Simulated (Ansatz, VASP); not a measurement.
## Two plane-wave programs on BN

File INCAR:

```
SYSTEM = BN
PREC     = Accurate       ! precision mode
ENCUT    = 520            ! plane-wave cutoff, eV
EDIFF    = 1E-6           ! SCF threshold, eV
ISMEAR   = 0              ! smearing method
SIGMA    = 0.05           ! smearing width, eV
LREAL    = .FALSE.        ! projectors in reciprocal space
LASPH    = .TRUE.         ! aspherical terms in the spheres
NELM     = 80             ! most SCF steps
ALGO     = Normal         ! electronic algorithm
ISIF     = 2              ! what is computed and relaxed
LWAVE    = .FALSE.        ! write WAVECAR
LCHARG   = .FALSE.        ! write CHGCAR
GGA      = PE             ! functional
NBANDS   = 16             ! bands
```

The input KPOINTS:

```
Automatic mesh
0
G
  6 6 6
  0 0 0
```

File POSCAR:

```
BN
1.0
    0.0000000000     -1.8123937734     -1.8123937734
   -1.8123937734      0.0000000000     -1.8123937734
    1.8123937734      1.8123937734     -3.6247875468
B N
2 2
Direct
    0.0203332258      0.0003200587      0.0000000000
    0.4796667742      0.4996799413      0.5000000000
    0.3958083181      0.3753275369      0.8750000000
    0.8541916819      0.8746724631      0.3750000000
```

Input for Ansatz:

```yaml
crystal:
  lattice:
    - [0.0, -1.8123937734, -1.8123937734]
    - [-1.8123937734, 0.0, -1.8123937734]
    - [1.8123937734, 1.8123937734, -3.6247875468]
  atoms:
    - { symbol: B, position: [0.0203332258, 0.0003200587, 0.0] }
    - { symbol: B, position: [0.4796667742, 0.4996799413, 0.5] }
    - { symbol: "N", position: [0.3958083181, 0.3753275369, 0.875] }
    - { symbol: "N", position: [0.8541916819, 0.8746724631, 0.375] }
basis:
  ecutwfc: 520.0
kpoints:
  mp_grid: { grid: [6, 6, 6] }
hamiltonian:
  xc: pbe
scf:
  occupations: { method: gaussian, width: 0.05 }
output:
  forces: true
  stress: true
  eigenvalues: true
```

Change from the starting cell: mode 4 frozen in at -0.017 Å and mode 5 at -0.051 Å (largest displacements).

Alike in both runs: task single point; functional PBE; k mesh 6 × 6 × 6; occupations gaussian, width 0.05 eV; no spin polarisation.

|  | VASP | Ansatz |
| --- | --- | --- |
| version | VASP 6.6.1 | Ansatz 0.2.0 |
| potentials or method | VASP PAW PBE potentials, release 64 (B, N), cutoff 520 eV | scalar-relativistic, plane waves, PAW |
| valence electrons in the cell | 16 | 16 |

```tsv
	VASP	Ansatz	Ansatz less VASP
gap on the k mesh at the Fermi level (eV)	4.40	4.41	+0.011
least direct gap on the mesh (eV)	6.33	6.34	+0.013
pressure (GPa)	0.1	-0.1	-0.21
traceless stress, the component that is largest in VASP (GPa)	0.66	0.66	+0.001
rms of the force components (eV/Å)	0.330	0.330	+0.0003
```

Atom by atom the forces differ by 0.000 eV/Å (rms over components). The functional is the same, so the differences come from potentials, cutoffs and numerics.

The k mesh is coarse, so the values compare programs but aren't converged.
